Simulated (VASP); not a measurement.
A run of VASP 6.6.1:

Contents of INCAR:

```
PREC = Accurate
ENCUT = 520
EDIFF = 1E-7
ISMEAR = -1
SIGMA = 0.05
LREAL = False
LASPH = True
NELM = 60
ALGO = Normal
ISIF = 2
LWAVE = False
LCHARG = False
GGA = PS
NBANDS = 9
```

KPOINTS

```
Automatic mesh
0
Gamma
  19 19 18
```

The input POSCAR:

```
Se
1.0
    2.1901601129      0.0000000000      0.0000000000
   -1.0950800564      1.8967342961      0.0000000000
    0.0000000000      0.0000000000      2.0461665460
Se
1
Direct
    0.0000000000      0.0000000000      0.0000000000
```

Potentials or basis: VASP PAW PBE potentials, release 64 (Se).

Run with:

```console
$ cat potpaw_PBE.64/Se/POTCAR > POTCAR
$ mpirun -np 1 vasp_std > vasp.out
```

Hardware: 1 thread of Intel(R) Xeon(R) Platinum 8559C (Emerald Rapids), with other jobs on the host.

**Question.** Estimate the wall time of this run.

**Answer.** Wall time 7 s on 1 thread of Intel(R) Xeon(R) Platinum 8559C (Emerald Rapids), with other jobs on the host, peak memory 0.14 GiB. Counts: scf iterations 11, k points 400.
